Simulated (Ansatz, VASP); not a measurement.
# Two plane-wave programs on NbP

```
Nb P
1.0
     3.73453    0.00000    0.00000
     0.00000    3.73453    0.00000
     0.00000    0.00000    4.71890
Nb P
2 2
Direct
  0.00000 0.50000 0.23510
  0.50000 0.00000 0.76490
  0.00000 0.00000 0.00000
  0.50000 0.50000 0.00000
```

Alike in both runs: task single point; functional r2SCAN; k mesh 6 × 6 × 4; occupations gaussian, width 0.1 eV; no spin polarisation.

|  | VASP | Ansatz |
| --- | --- | --- |
| version | VASP 6.6.1 | Ansatz 0.2.0 |
| potentials or method | VASP PAW PBE potentials, release 64 (Nb_sv, P), cutoff 520 eV | scalar-relativistic, plane waves, PAW |
| valence electrons in the cell | 36 | 36 |

Ansatz gave:

| Item | Value |
| --- | --- |
| gap on the k mesh at the Fermi level (eV) | none |
| rms of the force components (eV/Å) | 4.618 |

Question: Which values does VASP return?

Answer: gap on the k mesh at the Fermi level (eV): none; rms of the force components (eV/Å): 4.591.

VASP's potentials were made for PBE, not for r2SCAN. Atom by atom the forces differ by 0.027 eV/Å (rms over components). A gap of «none» marks a metal or a gap that the smearing closes. With one functional, cell and mesh, what is left measures potentials, basis and numerics.
